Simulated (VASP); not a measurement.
# RbCaBr3 (P4/mmm) in VASP: notebook

The runs below take RbCaBr3 through single point, with LDA.

All numbers are computed with VASP 6.6.1; they aren't measurements. Logs are shortened: lines on timing, memory, paths and dates and some standing lists are left out, and cuts for length are marked.

**1. The cell of the first run**

Symmetry: P4/mmm, No. 123, tetragonal system. Conventional cell: a = 5.651 Å, b = 5.651 Å, c = 5.909 Å, α = 90.00°, β = 90.00°, γ = 90.00°. Within 5.2 Å of Rb (site symmetry 4/mmm) lie 12 Br at 4.00 to 4.09 Å and 8 Ca at 4.97 Å. Ca (site symmetry 4/mmm) has 6 Br at 2.83 to 2.95 Å within 3.7 Å. Within 3.7 Å of Br (site symmetry mmm) lie 2 Ca at 2.83 Å. Within 3.9 Å of Br (site symmetry 4/mmm) lie 2 Ca at 2.95 Å.

**2. Single point, LDA (strain -0.015 along x and y, +0.030 along z)**

INCAR reads:

```
SYSTEM = RbCaBr3
PREC = Accurate
ENCUT = 520
EDIFF = 1E-6
ISMEAR = 0
SIGMA = 0.05
LREAL = .FALSE.
LASPH = .TRUE.
NELM = 80
ALGO = Normal
ISIF = 2
LWAVE = .FALSE.
LCHARG = .TRUE.
LELF = .TRUE.
LVHAR = .TRUE.
NBANDS = 28
```

KPOINTS reads:

```
regular mesh
0
G
  4 4 4
  0 0 0
```

POSCAR reads:

```
RbCaBr3
1.0
    5.6506396500      0.0000000000      0.0000000000
    0.0000000000      5.6506396500      0.0000000000
    0.0000000000      0.0000000000      5.9087907000
Rb Ca Br
1 1 3
Direct
    0.5000000000      0.5000000000      0.5000000000
    0.0000000000      0.0000000000      0.0000000000
    0.5000000000      0.0000000000      0.0000000000
    0.0000000000      0.5000000000      0.0000000000
    0.0000000000      0.0000000000      0.5000000000
```

Potentials or basis: VASP PAW LDA potentials, release 64 (Rb_sv, Ca_sv, Br).

On the command line:

```
$ cat potpaw_LDA.64/Rb_sv/POTCAR potpaw_LDA.64/Ca_sv/POTCAR potpaw_LDA.64/Br/POTCAR > POTCAR
$ mpirun -np 1 vasp_std > vasp.out
```

OUTCAR:

```text
SYSTEM = RbCaBr3
   PREC = Accurate
   ENCUT = 520
   EDIFF = 1E-6
   ISMEAR = 0
   LREAL = .FALSE.
   LASPH = .TRUE.
   NELM = 80
   ISIF = 2

 ion  position               nearest neighbor table
   1  0.500  0.500  0.500-   5 4.00   5 4.00   5 4.00   5 4.00   4 4.09   3 4.09   4 4.09   3 4.09
                             4 4.09   3 4.09   4 4.09   3 4.09
   2  0.000  0.000  0.000-   3 2.83   4 2.83   4 2.83   3 2.83   5 2.95   5 2.95
   3  0.500  0.000  0.000-   2 2.83   2 2.83   1 4.09   1 4.09   1 4.09   1 4.09
   4  0.000  0.500  0.000-   2 2.83   2 2.83   1 4.09   1 4.09   1 4.09   1 4.09
   5  0.000  0.000  0.500-   2 2.95   2 2.95   1 4.00   1 4.00   1 4.00   1 4.00

  LATTYP: Found a simple tetragonal cell.
 ALAT       =     5.6506396500
 C/A-ratio  =     1.0456852792

  Lattice vectors:

 A1 = (   5.6506396500,   0.0000000000,   0.0000000000)
 A2 = (   0.0000000000,   5.6506396500,   0.0000000000)
 A3 = (   0.0000000000,   0.0000000000,   5.9087907000)

Analysis of symmetry for initial positions (statically):
=====================================================================
 Subroutine PRICEL returns:
 Original cell was already a primitive cell.

 Routine SETGRP: Setting up the symmetry group for a
 simple tetragonal supercell.

 Subroutine GETGRP returns: Found 16 space group operations
 (whereof 16 operations were pure point group operations)
 out of a pool of 16 trial point group operations.

The static configuration has the point symmetry D_4h.

Analysis of symmetry for dynamics (positions and initial velocities):
=====================================================================
 Subroutine PRICEL returns:
 Original cell was already a primitive cell.

 Routine SETGRP: Setting up the symmetry group for a
 simple tetragonal supercell.

 Subroutine GETGRP returns: Found 16 space group operations
 (whereof 16 operations were pure point group operations)
 out of a pool of 16 trial point group operations.

The dynamic configuration has the point symmetry D_4h.

 Subroutine INISYM returns: Found 16 space group operations
 (whereof 16 operations are pure point group operations),
 and found     1 'primitive' translations

----------------------------------------------------------------------------------------

                                     Primitive cell

  volume of cell :     188.6661

  direct lattice vectors                    reciprocal lattice vectors
     5.650639650  0.000000000  0.000000000     0.176971115  0.000000000  0.000000000
     0.000000000  5.650639650  0.000000000     0.000000000  0.176971115  0.000000000
     0.000000000  0.000000000  5.908790700     0.000000000  0.000000000  0.169239367

  length of vectors
     5.650639650  5.650639650  5.908790700     0.176971115  0.176971115  0.169239367

  position of ions in fractional coordinates (direct lattice)
     0.500000000  0.500000000  0.500000000
     0.000000000  0.000000000  0.000000000
     0.500000000  0.000000000  0.000000000
     0.000000000  0.500000000  0.000000000
     0.000000000  0.000000000  0.500000000

  ion indices of the primitive-cell ions
   primitive index   ion index
                 1           1
                 2           2
                 3           3
                 4           4
                 5           5

----------------------------------------------------------------------------------------

 KPOINTS: regular mesh

Automatic generation of k-mesh.
 Grid dimensions read from file:
 generate k-points for:    4    4    4

 Generating k-lattice:

  Cartesian coordinates                     Fractional coordinates (reciprocal lattice)
     0.044242779  0.000000000  0.000000000     0.250000000  0.000000000  0.000000000
     0.000000000  0.044242779  0.000000000     0.000000000  0.250000000  0.000000000
     0.000000000  0.000000000  0.042309842     0.000000000  0.000000000  0.250000000

  Length of vectors
     0.044242779  0.044242779  0.042309842

  Shift w.r.t. Gamma in fractional coordinates (k-lattice)
     0.000000000  0.000000000  0.000000000

 Subroutine IBZKPT returns following result:
 ===========================================

 Found     18 irreducible k-points:

 Following reciprocal coordinates:
            Coordinates               Weight
  0.000000  0.000000  0.000000      1.000000
  0.250000  0.000000  0.000000      4.000000
  0.500000  0.000000  0.000000      2.000000
  0.250000  0.250000  0.000000      4.000000
  0.500000  0.250000  0.000000      4.000000
  0.500000  0.500000  0.000000      1.000000
[... 10 lines left out ...]
  0.500000  0.250000  0.500000      4.000000
  0.500000  0.500000  0.500000      1.000000
   k-points           NKPTS =     18   k-points in BZ     NKDIM =     18   number of bands    NBANDS=     28
   number of dos      NEDOS =    301   number of ions     NIONS =      5
   total plane-waves  NPLWV =  84672
   dimension x,y,z NGX =    42 NGY =   42 NGZ =   48
   dimension x,y,z NGXF=    84 NGYF=   84 NGZF=   96
   ions per type =               1   1   3
   NGX,Y,Z   is equivalent  to a cutoff of  12.36, 12.36, 13.50 a.u.
   NGXF,Y,Z  is equivalent  to a cutoff of  24.71, 24.71, 27.01 a.u.
 SYSTEM =  RbCaBr3
   PREC   = accura    normal or accurate (medium, high low for compatibility)
   ISTART =      0    job   : 0-new  1-cont  2-samecut
   ICHARG =      2    charge: 1-file 2-atom 10-const
   ISPIN  =      1    spin polarized calculation?
   LNONCOLLINEAR =      F non collinear calculations
   LSORBIT =      F    spin-orbit coupling
   LASPH  =      T    aspherical Exc in radial PAW
   ENCUT  =  520.0 eV  38.22 Ry    6.18 a.u.  10.51 10.51 10.99*2*pi/ulx,y,z
   NELM   =     80;   NELMIN=  2; NELMDL= -5     # of ELM steps
   EDIFF  = 0.1E-05   stopping-criterion for ELM
   LREAL  =      F    real-space projection
   EDIFFG = 0.1E-04   stopping-criterion for IOM
   NSW    =      0    number of steps for IOM
   IBRION =     -1    ionic relax: 0-MD 1-quasi-New 2-CG
   NFREE  =      0    steps in history (QN), initial steepest desc. (CG)
   ISIF   =      2    stress and relaxation
   ISYM   =      2    0-nonsym 1-usesym 2-fastsym
   POTIM  = 0.5000    time-step for ionic-motion
   TEBEG  =    0.0;   TEEND  =   0.0 temperature during run
   PSTRESS=    0.0 pullay stress
   NELECT =      40.0000    total number of electrons
   NUPDOWN=      -1.0000    fix difference up-down
   EMIN   =  10.00;   EMAX   =-10.00  energy-range for DOS
   EFERMI =   0.00;   METHOD = LEGACY
   ISMEAR =     0;   SIGMA  =   0.05  broadening in eV -4-tet -1-fermi 0-gaus
   EFERMI_NEDOS =   21; number of points for ismear=-14 and -15
   IALGO  =     38    algorithm
   IMIX   =      4    mixing-type and parameters
     AMIX     =   0.40;   BMIX     =  1.00
     AMIX_MAG =   1.60;   BMIX_MAG =  1.00
  volume/ion in A,a.u.               =      37.73       254.64
  Fermi-wavevector in a.u.,A,eV,Ry     =   0.976181  1.844714 12.965383  0.952929
  Thomas-Fermi vector in A             =   2.106779
   LORBIT       =      0    0 simple, 1 ext, 2 COOP (PROOUT), +10 PAW based schemes
   GGA     = CA    functional components
   LHFCALC =     F    Hartree Fock is set to
   AEXX    =    0.0000 exact exchange contribution
   IVDW    =     0    specifies the selected vdW correction
   LEPSILON=     F    determine dielectric tensor
   LRPA    =     F    only Hartree local field effects (RPA)
 non-spin polarized calculation
 Gauss-broadening in eV      SIGMA  =   0.05
  energy-cutoff  :      520.00
  volume of cell :      188.67
 maximum number of plane-waves:      5106
   NGX = 21   NGY = 21   NGZ = 21

 number of electron      39.9999992 magnetization

 Free energy of the ion-electron system (eV)
  ---------------------------------------------------
  ext. energy  EPLUGINS =         0.00000000
  ---------------------------------------------------
  free energy    TOTEN  =       -19.14952662 eV

  energy without entropy =      -19.14952662  energy(sigma->0) =      -19.14952662

 E-fermi :  -0.7663     XC(G=0):  -7.8949

 val. band max:       -1.0990312217   @ k =   0.5000   0.5000   0.5000
 cond. band min:       2.5347860786   @ k =   0.0000   0.0000   0.0000
 fundamental gap:      3.6338173002
 Fermi energy:        -0.7662818527

 k-point     1 :       0.0000    0.0000    0.0000
  band No.  band energies     occupation
      1     -39.7149      2.00000
      2     -26.3346      2.00000
      3     -21.0556      2.00000
      4     -21.0556      2.00000
      5     -21.0407      2.00000
      6     -14.2042      2.00000
[... 20 lines left out ...]
     27       4.7517      0.00000
     28       4.7702      0.00000

 k-point     2 :       0.2500    0.0000    0.0000
  band No.  band energies     occupation
      1     -39.7149      2.00000
      2     -26.3345      2.00000
      3     -21.0669      2.00000
      4     -21.0555      2.00000
      5     -21.0405      2.00000
      6     -14.1437      2.00000
[... 20 lines left out ...]
     27       5.0266      0.00000
     28       5.2915      0.00000

 k-point     3 :       0.5000    0.0000    0.0000
  band No.  band energies     occupation
      1     -39.7148      2.00000
      2     -26.3343      2.00000
      3     -21.0781      2.00000
      4     -21.0554      2.00000
      5     -21.0404      2.00000
      6     -14.0822      2.00000
[... 20 lines left out ...]
     27       5.3340      0.00000
     28       6.0049      0.00000

 k-point     4 :       0.2500    0.2500    0.0000
  band No.  band energies     occupation
      1     -39.7148      2.00000
      2     -26.3343      2.00000
      3     -21.0668      2.00000
      4     -21.0667      2.00000
      5     -21.0404      2.00000
      6     -14.0778      2.00000
[... 20 lines left out ...]
     27       5.6199      0.00000
     28       5.6777      0.00000

 k-point     5 :       0.5000    0.2500    0.0000
  band No.  band energies     occupation
      1     -39.7148      2.00000
      2     -26.3342      2.00000
      3     -21.0779      2.00000
      4     -21.0666      2.00000
      5     -21.0402      2.00000
      6     -14.0077      2.00000
[... 20 lines left out ...]
     27       5.8903      0.00000
     28       6.3571      0.00000

 k-point     6 :       0.5000    0.5000    0.0000
  band No.  band energies     occupation
      1     -39.7147      2.00000
      2     -26.3341      2.00000
      3     -21.0777      2.00000
      4     -21.0777      2.00000
      5     -21.0401      2.00000
      6     -13.8996      2.00000
[... 277 lines left out ...]
      5     -21.0516      2.00000
      6     -14.0253      2.00000
[... 20 lines left out ...]
     27       5.8649      0.00000
     28       6.0577      0.00000

 k-point    16 :       0.2500    0.2500    0.5000
  band No.  band energies     occupation
      1     -39.7148      2.00000
      2     -26.3342      2.00000
      3     -21.0666      2.00000
      4     -21.0666      2.00000
      5     -21.0516      2.00000
      6     -14.0264      2.00000
[... 20 lines left out ...]
     27       6.1046      0.00000
     28       6.1125      0.00000

 k-point    17 :       0.5000    0.2500    0.5000
  band No.  band energies     occupation
      1     -39.7148      2.00000
      2     -26.3341      2.00000
      3     -21.0778      2.00000
      4     -21.0665      2.00000
      5     -21.0515      2.00000
      6     -13.9606      2.00000
[... 20 lines left out ...]
     27       5.5606      0.00000
     28       6.0673      0.00000

 k-point    18 :       0.5000    0.5000    0.5000
  band No.  band energies     occupation
      1     -39.7147      2.00000
      2     -26.3339      2.00000
      3     -21.0776      2.00000
      4     -21.0776      2.00000
      5     -21.0513      2.00000
      6     -13.8946      2.00000
[... 20 lines left out ...]
     27       5.2192      0.00000
     28       6.7747      0.00000

------------------------ aborting loop because EDIFF is reached ----------------------------------------

  FORCE on cell =-STRESS in cart. coord.  units (eV):
  Direction    XX          YY          ZZ          XY          YZ          ZX
  --------------------------------------------------------------------------------------
  -------------------------------------------------------------------------------------
  Total       -2.2100915     -2.2100915     -3.6934338      0.0000000      0.0000000      0.0000000
  in kB      -18.7683896    -18.7683896    -31.3651283      0.0000000      0.0000000      0.0000000
  external PRESSURE =     -22.9673025 kB  Pullay stress =       0.0000000 kB

 VOLUME and BASIS-vectors are now :
 -----------------------------------------------------------------------------
  energy-cutoff  :      520.00
  volume of cell :      188.67
      direct lattice vectors                 reciprocal lattice vectors
     5.650639650  0.000000000  0.000000000     0.176971115  0.000000000  0.000000000
     0.000000000  5.650639650  0.000000000     0.000000000  0.176971115  0.000000000
     0.000000000  0.000000000  5.908790700     0.000000000  0.000000000  0.169239367

 POSITION                                       TOTAL-FORCE (eV/Angst)
 -----------------------------------------------------------------------------------
      2.82532      2.82532      2.95440         0.000000      0.000000      0.000000
      0.00000      0.00000      0.00000         0.000000      0.000000      0.000000
      2.82532      0.00000      0.00000         0.000000      0.000000      0.000000
      0.00000      2.82532      0.00000         0.000000      0.000000      0.000000
      0.00000      0.00000      2.95440         0.000000      0.000000      0.000000
 -----------------------------------------------------------------------------------
    total drift:                                0.000000      0.000000     -0.000000

  FREE ENERGIE OF THE ION-ELECTRON SYSTEM (eV)
  ---------------------------------------------------
  free  energy   TOTEN  =       -19.1495266192 eV

  energy  without entropy=      -19.1495266192  energy(sigma->0) =      -19.14952662
```

Wall time 49 s (1 thread of Intel Xeon 6975P-C (Granite Rapids), shared host); peak memory 0.28 GiB.

Results:

```
Free energy            : -19.1495 eV
Pressure               : -2.3 GPa
Band gap on the k mesh : 3.63 eV, indirect (least direct gap 3.97 eV)
```

Caveat: the cell differs from its parent crystal (strain -0.015 along x and y, +0.030 along z).

**3. Single point, LDA (strain +0.030 along x and y, -0.030 along z)**

INCAR reads:

```
SYSTEM = RbCaBr3
PREC = Accurate ; ENCUT = 520
EDIFF = 1E-6 ; ISMEAR = 0
SIGMA = 0.05 ; LREAL = .FALSE.
LASPH = .TRUE. ; NELM = 100
ALGO = Normal ; ISIF = 2
LWAVE = .FALSE. ; LCHARG = .FALSE.
NBANDS = 28
```

KPOINTS is that of step 2.

POSCAR, as its differences from that of step 2:

```diff
@@ -2,5 +2,5 @@
 1.0
-    5.6506396500      0.0000000000      0.0000000000
-    0.0000000000      5.6506396500      0.0000000000
-    0.0000000000      0.0000000000      5.9087907000
+    5.9087907000      0.0000000000      0.0000000000
+    0.0000000000      5.9087907000      0.0000000000
+    0.0000000000      0.0000000000      5.5645893000
 Rb Ca Br
```

Potentials or basis: VASP PAW LDA potentials, release 64 (Rb_sv, Ca_sv, Br).

On the command line:

```
$ cat potpaw_LDA.64/Rb_sv/POTCAR potpaw_LDA.64/Ca_sv/POTCAR potpaw_LDA.64/Br/POTCAR > POTCAR
$ mpirun -np 1 vasp_std > vasp.out
```

Run time: 45 s. Hardware: 1 thread of Intel Xeon 6975P-C (Granite Rapids), shared host; peak memory 0.3 GiB.

The run converged. Its results:

```
Free energy            : -19.0404 eV
Pressure               : -2.6 GPa
Band gap on the k mesh : 3.61 eV, indirect (least direct gap 3.91 eV)
```

Stress tensor (GPa, compression positive):
```
-3.23  0.00  0.00
 0.00 -3.23  0.00
 0.00  0.00 -1.42
```

Levels at points of the mesh, in eV from the valence-band top:
```csv
k point,band 16,band 17,band 18,band 19,band 20,band 21,band 22,band 23,band 24,band 25
"(0.00, 0.00, 0.00)",-0.56,-0.49,-0.31,-0.31,-0.30,3.61,4.55,4.55,4.55,5.61
"(0.50, 0.00, 0.00)",-0.82,-0.77,-0.69,-0.40,-0.40,4.66,5.21,5.42,5.45,5.48
"(0.50, 0.50, 0.00)",-0.95,-0.95,-0.80,-0.80,-0.08,5.45,5.45,5.87,5.98,6.40
"(0.00, 0.00, 0.50)",-1.02,-1.02,-0.68,-0.43,-0.43,4.74,5.05,5.68,5.73,5.74
"(0.50, 0.00, 0.50)",-1.05,-0.86,-0.81,-0.81,-0.01,5.52,5.54,5.77,6.16,6.34
"(0.50, 0.50, 0.50)",-1.46,-1.27,-0.06,0.00,0.00,5.19,5.94,5.94,5.97,6.10
```

Caveat: the cell differs from its parent crystal (strain +0.030 along x and y, -0.030 along z). A k mesh can miss the band edges.
